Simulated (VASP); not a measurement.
# ZnS (Cmc2_1) in VASP: a series of runs

Runs on ZnS. Level: PBE. Tasks: single point.

Everything below comes from runs of VASP 6.6.1. Logs are shortened: lines on timing, memory, paths and dates and some standing lists are left out, and cuts for length are marked.

## Step 1: The cell of the first run

The structure is orthorhombic, space group Cmc2_1 (No. 36). The conventional cell has a = 3.659 Å, b = 6.601 Å, c = 6.234 Å, α = 90.00°, β = 90.00°, γ = 90.00°. Zn (site symmetry m) has 4 S at 2.25 to 2.40 Å within 3.0 Å. S (site symmetry m) has 4 Zn at 2.25 to 2.40 Å within 3.0 Å.

## Step 2: Single point, PBE (strain -0.0400 x Voigt [1, 0, 0, 0, 0, 0])

File INCAR:

```
SYSTEM = ZnS
PREC = Accurate
ENCUT = 520
EDIFF = 1E-6
ISMEAR = 0
SIGMA = 0.05
LREAL = .False.
LASPH = .True.
NELM = 60
ALGO = Normal
ISIF = 2
LWAVE = .False.
LCHARG = .True.
GGA = PE
LELF = .True.
LVHAR = .True.
NBANDS = 26
```

File KPOINTS:

```
regular mesh
0
Gamma
  12 12 6
  0 0 0
```

File POSCAR:

```
ZnS
1.0
    3.6585588303      0.0000000000      0.0000000000
   -1.8292794152      3.3004217586      0.0000000000
    0.0000000000      0.0000000000      6.2340000000
Zn S
2 2
Direct
    0.3333333333      0.6666666667      0.0000000000
    0.6666666667      0.3333333333      0.5000000000
    0.3333333333      0.6666666667      0.3850000000
    0.6666666667      0.3333333333      0.8850000000
```

Potentials or basis: VASP PAW PBE potentials, release 64 (Zn, S).

On the command line:

```
$ cat potpaw_PBE.64/Zn/POTCAR potpaw_PBE.64/S/POTCAR > POTCAR
$ mpirun -np 1 vasp_std > vasp.out
```

OUTCAR:

```text
SYSTEM = ZnS
   PREC = Accurate
   ENCUT = 520
   EDIFF = 1E-6
   ISMEAR = 0
   LREAL = .False.
   LASPH = .True.
   NELM = 60
   ISIF = 2
   GGA = PE

 ion  position               nearest neighbor table
   1  0.333  0.667  0.000-   4 2.25   4 2.25   4 2.31   3 2.40
   2  0.667  0.333  0.500-   3 2.25   3 2.25   3 2.31   4 2.40
   3  0.333  0.667  0.385-   2 2.25   2 2.25   2 2.31   1 2.40
   4  0.667  0.333  0.885-   1 2.25   1 2.25   1 2.31   2 2.40

  LATTYP: Found a base centered orthorhombic cell.
 ALAT       =     3.6585588303
 B/A-ratio  =     1.8042195912
 C/A-ratio  =     1.7039496395

  Lattice vectors:

 A1 = (   1.8292794152,  -3.3004217586,   0.0000000000)
 A2 = (   1.8292794151,   3.3004217586,   0.0000000000)
 A3 = (   0.0000000000,   0.0000000000,   6.2340000000)

Analysis of symmetry for initial positions (statically):
=====================================================================
 Subroutine PRICEL returns:
 Original cell was already a primitive cell.

 Routine SETGRP: Setting up the symmetry group for a
 base centered orthorhombic supercell.

 Subroutine GETGRP returns: Found  4 space group operations
 (whereof  2 operations were pure point group operations)
 out of a pool of  8 trial point group operations.

The static configuration has the point symmetry C_1h.
 The point group associated with its full space group is C_2v.

Analysis of symmetry for dynamics (positions and initial velocities):
=====================================================================
 Subroutine PRICEL returns:
 Original cell was already a primitive cell.

 Routine SETGRP: Setting up the symmetry group for a
 base centered orthorhombic supercell.

 Subroutine GETGRP returns: Found  4 space group operations
 (whereof  2 operations were pure point group operations)
 out of a pool of  8 trial point group operations.

The dynamic configuration has the point symmetry C_1h.
 The point group associated with its full space group is C_2v.

 Subroutine INISYM returns: Found  4 space group operations
 (whereof  2 operations are pure point group operations),
 and found     1 'primitive' translations

----------------------------------------------------------------------------------------

                                     Primitive cell

  volume of cell :      75.2742

  direct lattice vectors                    reciprocal lattice vectors
     3.658558830  0.000000000  0.000000000     0.273331671  0.151495790  0.000000000
    -1.829279415  3.300421759  0.000000000     0.000000000  0.302991579  0.000000000
     0.000000000  0.000000000  6.234000000     0.000000000  0.000000000  0.160410651

  length of vectors
     3.658558830  3.773466174  6.234000000     0.312507883  0.302991579  0.160410651

  position of ions in fractional coordinates (direct lattice)
     0.333333333  0.666666667  0.000000000
     0.666666667  0.333333333  0.500000000
     0.333333333  0.666666667  0.385000000
     0.666666667  0.333333333  0.885000000

  ion indices of the primitive-cell ions
   primitive index   ion index
                 1           1
                 2           2
                 3           3
                 4           4

----------------------------------------------------------------------------------------

 KPOINTS: regular mesh

Automatic generation of k-mesh.
 Grid dimensions read from file:
 generate k-points for:   12   12    6

 Generating k-lattice:

  Cartesian coordinates                     Fractional coordinates (reciprocal lattice)
     0.022777639  0.012624649  0.000000000     0.083333333  0.000000000  0.000000000
     0.000000000  0.025249298  0.000000000     0.000000000  0.083333333  0.000000000
     0.000000000  0.000000000  0.026735109     0.000000000  0.000000000  0.166666667

  Length of vectors
     0.026042324  0.025249298  0.026735109

  Shift w.r.t. Gamma in fractional coordinates (k-lattice)
     0.000000000  0.000000000  0.000000000

 Subroutine IBZKPT returns following result:
 ===========================================

 Found    172 irreducible k-points:

 Following reciprocal coordinates:
            Coordinates               Weight
  0.000000  0.000000  0.000000      1.000000
  0.083333  0.000000  0.000000      4.000000
  0.166667  0.000000  0.000000      4.000000
  0.250000  0.000000  0.000000      4.000000
  0.333333  0.000000  0.000000      4.000000
  0.416667 -0.000000  0.000000      4.000000
[... 16 lines left out ...]
  0.333333  0.166667  0.000000      4.000000
  0.416667  0.166667  0.000000      4.000000
 [... further k-points ...]
   k-points           NKPTS =    172   k-points in BZ     NKDIM =    172   number of bands    NBANDS=     26
   number of dos      NEDOS =    301   number of ions     NIONS =      4
   total plane-waves  NPLWV =  37632
   dimension x,y,z NGX =    28 NGY =   28 NGZ =   48
   dimension x,y,z NGXF=    56 NGYF=   56 NGZF=   96
   ions per type =               2   2
   NGX,Y,Z   is equivalent  to a cutoff of  12.72, 12.34, 12.80 a.u.
   NGXF,Y,Z  is equivalent  to a cutoff of  25.45, 24.67, 25.60 a.u.
 SYSTEM =  ZnS
   PREC   = accura    normal or accurate (medium, high low for compatibility)
   ISTART =      0    job   : 0-new  1-cont  2-samecut
   ICHARG =      2    charge: 1-file 2-atom 10-const
   ISPIN  =      1    spin polarized calculation?
   LNONCOLLINEAR =      F non collinear calculations
   LSORBIT =      F    spin-orbit coupling
   LASPH  =      T    aspherical Exc in radial PAW
   ENCUT  =  520.0 eV  38.22 Ry    6.18 a.u.   6.80  7.02 11.59*2*pi/ulx,y,z
   NELM   =     60;   NELMIN=  2; NELMDL= -5     # of ELM steps
   EDIFF  = 0.1E-05   stopping-criterion for ELM
   LREAL  =      F    real-space projection
[... 7 lines left out ...]
   TEBEG  =    0.0;   TEEND  =   0.0 temperature during run
   PSTRESS=    0.0 pullay stress
   NELECT =      36.0000    total number of electrons
   NUPDOWN=      -1.0000    fix difference up-down
   EMIN   =  10.00;   EMAX   =-10.00  energy-range for DOS
   EFERMI =   0.00;   METHOD = LEGACY
   ISMEAR =     0;   SIGMA  =   0.05  broadening in eV -4-tet -1-fermi 0-gaus
   EFERMI_NEDOS =   21; number of points for ismear=-14 and -15
   IALGO  =     38    algorithm
   IMIX   =      4    mixing-type and parameters
     AMIX     =   0.40;   BMIX     =  1.00
     AMIX_MAG =   1.60;   BMIX_MAG =  1.00
  volume/ion in A,a.u.               =      18.82       126.99
  Fermi-wavevector in a.u.,A,eV,Ry     =   1.280246  2.419315 22.300369  1.639031
  Thomas-Fermi vector in A             =   2.412685
   LORBIT       =      0    0 simple, 1 ext, 2 COOP (PROOUT), +10 PAW based schemes
   GGA     = PE    functional components
   LHFCALC =     F    Hartree Fock is set to
   AEXX    =    0.0000 exact exchange contribution
   IVDW    =     0    specifies the selected vdW correction
   LEPSILON=     F    determine dielectric tensor
   LRPA    =     F    only Hartree local field effects (RPA)
 non-spin polarized calculation
 Gauss-broadening in eV      SIGMA  =   0.05
  energy-cutoff  :      520.00
  volume of cell :       75.27
 maximum number of plane-waves:      2056
   NGX = 13   NGY = 15   NGZ = 23

 number of electron      35.9999987 magnetization

 Free energy of the ion-electron system (eV)
  ---------------------------------------------------
  ext. energy  EPLUGINS =         0.00000000
  ---------------------------------------------------
  free energy    TOTEN  =       -13.51722638 eV

  energy without entropy =      -13.51722638  energy(sigma->0) =      -13.51722638

 E-fermi :   2.8769     XC(G=0):  -9.8450

 val. band max:        2.6614795333   @ k =   0.0000   0.0000   0.0000
 cond. band min:       4.9636907088   @ k =   0.0000   0.0000   0.0000
 fundamental gap:      2.3022111755
 Fermi energy:         2.8769479873

 k-point     1 :       0.0000    0.0000    0.0000
  band No.  band energies     occupation
      1     -10.9443      2.00000
      2      -9.9979      2.00000
      3      -4.0140      2.00000
      4      -4.0065      2.00000
      5      -3.9548      2.00000
      6      -3.9470      2.00000
[... 18 lines left out ...]
     25      10.4693      0.00000
     26      11.9139      0.00000

 k-point     2 :       0.0833    0.0000    0.0000
  band No.  band energies     occupation
      1     -10.8902      2.00000
      2      -9.9639      2.00000
      3      -4.0198      2.00000
      4      -3.9937      2.00000
      5      -3.9438      2.00000
      6      -3.9368      2.00000
[... 18 lines left out ...]
     25      10.4429      0.00000
     26      11.6245      0.00000

 k-point     3 :       0.1667    0.0000    0.0000
  band No.  band energies     occupation
      1     -10.7351      2.00000
      2      -9.8709      2.00000
      3      -4.0336      2.00000
      4      -3.9574      2.00000
      5      -3.9307      2.00000
      6      -3.8899      2.00000
[... 18 lines left out ...]
     25      10.9106      0.00000
     26      11.0449      0.00000

 k-point     4 :       0.2500    0.0000    0.0000
  band No.  band energies     occupation
      1     -10.5014      2.00000
      2      -9.7461      2.00000
      3      -4.0399      2.00000
      4      -3.9136      2.00000
      5      -3.9075      2.00000
      6      -3.8194      2.00000
[... 18 lines left out ...]
     25      11.1655      0.00000
     26      11.4712      0.00000

 k-point     5 :       0.3333    0.0000    0.0000
  band No.  band energies     occupation
      1     -10.2303      2.00000
      2      -9.6322      2.00000
      3      -4.0228      2.00000
      4      -3.8827      2.00000
      5      -3.8663      2.00000
      6      -3.7364      2.00000
[... 18 lines left out ...]
     25      11.2328      0.00000
     26      12.4732      0.00000

 k-point     6 :       0.4167   -0.0000    0.0000
  band No.  band energies     occupation
      1      -9.9876      2.00000
      2      -9.5735      2.00000
      3      -3.9915      2.00000
      4      -3.8544      2.00000
      5      -3.8112      2.00000
      6      -3.6831      2.00000
[... 427 lines left out ...]
 k-point    21 :       0.1667    0.1667    0.0000
  band No.  band energies     occupation
      1     -10.4054      2.00000
      2      -9.7076      2.00000
      3      -3.9861      2.00000
      4      -3.9387      2.00000
      5      -3.8583      2.00000
      6      -3.8460      2.00000
[... 18 lines left out ...]
     25      11.2411      0.00000
     26      11.5550      0.00000

 k-point    22 :       0.2500    0.1667    0.0000
  band No.  band energies     occupation
      1     -10.1561      2.00000
      2      -9.6145      2.00000
      3      -3.9597      2.00000
      4      -3.8817      2.00000
      5      -3.8113      2.00000
      6      -3.7683      2.00000
[... 18 lines left out ...]
     25      11.2570      0.00000
     26      11.8504      0.00000

 k-point    23 :       0.3333    0.1667    0.0000
  band No.  band energies     occupation
      1      -9.9245      2.00000
      2      -9.5702      2.00000
      3      -3.9495      2.00000
      4      -3.8333      2.00000
      5      -3.7154      2.00000
      6      -3.6813      2.00000
[... 18 lines left out ...]
     25      11.8498      0.00000
     26      12.7204      0.00000

 k-point    24 :       0.4167    0.1667    0.0000
  band No.  band energies     occupation
      1      -9.8009      2.00000
      2      -9.5739      2.00000
      3      -3.9407      2.00000
      4      -3.8252      2.00000
      5      -3.6654      2.00000
      6      -3.6486      2.00000
[... 18 lines left out ...]
     25      11.6672      0.00000
     26      13.2134      0.00000

 [... further k-points ...]
[... 5 lines left out ...]
  --------------------------------------------------------------------------------------
  -------------------------------------------------------------------------------------
  Total        5.2353797      2.6199292      1.1687362     -0.0000000      0.0000000      0.0000000
  in kB      111.4326563     55.7639911     24.8760150     -0.0000000      0.0000000      0.0000000
  external PRESSURE =      64.0242208 kB  Pullay stress =       0.0000000 kB

 VOLUME and BASIS-vectors are now :
 -----------------------------------------------------------------------------
  energy-cutoff  :      520.00
  volume of cell :       75.27
      direct lattice vectors                 reciprocal lattice vectors
     3.658558830  0.000000000  0.000000000     0.273331671  0.151495790  0.000000000
    -1.829279415  3.300421759  0.000000000     0.000000000  0.302991579  0.000000000
     0.000000000  0.000000000  6.234000000     0.000000000  0.000000000  0.160410651

 POSITION                                       TOTAL-FORCE (eV/Angst)
 -----------------------------------------------------------------------------------
     -0.00000      2.20028      0.00000        -0.000000      0.301016      0.517207
      1.82928      1.10014      3.11700         0.000000     -0.301016      0.517207
     -0.00000      2.20028      2.40009        -0.000000      0.359506     -0.517207
      1.82928      1.10014      5.51709         0.000000     -0.359506     -0.517207
 -----------------------------------------------------------------------------------
    total drift:                               -0.000000     -0.000000      0.000642

  FREE ENERGIE OF THE ION-ELECTRON SYSTEM (eV)
  ---------------------------------------------------
  free  energy   TOTEN  =       -13.5172263789 eV

  energy  without entropy=      -13.5172263789  energy(sigma->0) =      -13.51722638
```

Wall time 1.9 min (1 thread of Intel Xeon 6975P-C (Granite Rapids), shared host); peak memory 0.39 GiB.

Results:

```yaml
Free_energy: -13.5172 eV
Pressure: 6.4 GPa
Largest_force: 0.630 eV/Å
Band_gap_on_the_k_mesh: 2.30 eV, direct
```

Forces in eV/Å, atoms in the order of the input:
```
Zn   0.000  0.301  0.517
Zn   0.000 -0.301  0.517
S    0.000  0.360 -0.517
S    0.000 -0.360 -0.517
```

Levels at points of the mesh, in eV from the valence-band top:
| k point | band 14 | band 15 | band 16 | band 17 | band 18 | band 19 | band 20 | band 21 | band 22 | band 23 |
| --- | --- | --- | --- | --- | --- | --- | --- | --- | --- | --- |
| (0.00, 0.00, 0.00) | -1.02 | -0.84 | -0.18 | -0.17 | 0.00 | 2.30 | 3.10 | 6.08 | 6.26 | 6.48 |
| (0.50, 0.00, 0.00) | -4.54 | -3.37 | -2.55 | -1.78 | -1.26 | 3.42 | 4.13 | 4.96 | 6.94 | 7.29 |
| (0.00, 0.50, 0.00) | -4.56 | -3.54 | -2.21 | -1.76 | -0.97 | 3.87 | 4.38 | 5.01 | 7.22 | 7.36 |
| (0.00, 0.00, 0.50) | -3.03 | -0.62 | -0.62 | -0.44 | -0.44 | 3.58 | 3.58 | 6.50 | 6.50 | 6.73 |
| (0.50, 0.00, 0.50) | -5.19 | -1.95 | -1.95 | -1.77 | -1.77 | 3.42 | 3.42 | 4.94 | 4.94 | 8.83 |
| (0.00, 0.50, 0.50) | -5.23 | -1.83 | -1.83 | -1.63 | -1.63 | 3.60 | 3.60 | 5.08 | 5.08 | 9.20 |

Caveat: the cell differs from its parent crystal (strain -0.0400 x Voigt [1, 0, 0, 0, 0, 0]). A k mesh can miss the band edges.

(Part 1 of 3 ends here.)
